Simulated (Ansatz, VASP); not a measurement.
**YHg2 in VASP and in Ansatz**

INCAR

```
SYSTEM = YHg2
PREC = Accurate
ENCUT = 600
EDIFF = 1E-7
ISMEAR = -1
SIGMA = 0.15
LREAL = .False.
LASPH = .True.
NELM = 80
ALGO = Fast
ISIF = 3
LWAVE = .False.
LCHARG = .False.
GGA = CA
IBRION = 2
NSW = 80
EDIFFG = -0.001
```

Contents of KPOINTS:

```
Automatic mesh
0
Gamma
  12 12 12
  0 0 0
```

Contents of POSCAR:

```
YHg2
1.0
    4.7976600542      0.0000000000      0.0000000000
   -2.3988300271      4.1548954856      0.0000000000
    0.0000000000      0.0000000000      3.3354340684
Y Hg
1 2
Direct
    0.0000000000      0.0000000000      0.0000000000
    0.3333333333      0.6666666667      0.5000000000
    0.6666666667      0.3333333333      0.5000000000
```

Input for Ansatz:

```yaml
crystal:
  lattice:
    - [4.7976600706, 0.0, 0.0]
    - [-2.3988300353, 4.1548954999, 0.0]
    - [0.0, 0.0, 3.3354340473]
  atoms:
    - { symbol: "Y", position: [0.0, 0.0, 0.0] }
    - { symbol: Hg, position: [0.3333333333, 0.6666666667, 0.5] }
    - { symbol: Hg, position: [0.6666666667, 0.3333333333, 0.5] }
basis:
  ecutwfc: 420
kpoints:
  mp_grid: { grid: [12, 12, 12] }
hamiltonian:
  xc: lda
scf:
  occupations: { method: fermi_dirac, width: 0.15 }
output:
  forces: true
  stress: true
  eigenvalues: true
relax:
  adjacent_minimum: "off"
  f_tol: 0.001
  max_steps: 60
  cell: { stress_tol: 0.01 }
```

Alike in both runs: task relaxation of cell and atoms; functional LDA; k mesh 12 × 12 × 12; occupations fermi-dirac, width 0.15 eV; no spin polarisation.

|  | VASP | Ansatz |
| --- | --- | --- |
| version | VASP 6.6.1 | Ansatz 0.2.0 |
| potentials or method | VASP PAW LDA potentials, release 64 (Y_sv, Hg), cutoff 600 eV | scalar-relativistic, plane waves, PAW |
| valence electrons in the cell | 35 | 51 |

|  | VASP | Ansatz | Ansatz less VASP |
| --- | --- | --- | --- |
| gap on the k mesh at the Fermi level, each at its own relaxed structure (eV) | none | none | - |
| relaxed volume (Å³/atom) | 22.41 | 22.24 | -0.167 |
| relaxed cell length with the largest relative difference (Å) | 4.811 | 4.790 | -0.0206 |

LDA's correlation is that of Perdew and Zunger in VASP and of Perdew and Wang (1992) in Ansatz. A gap of «none» marks a metal or a gap that the smearing closes. VASP's potentials hold 35 valence electrons a cell and Ansatz's 51, so a difference there can come from the potentials and not from the codes.

Spin-orbit coupling is off throughout.
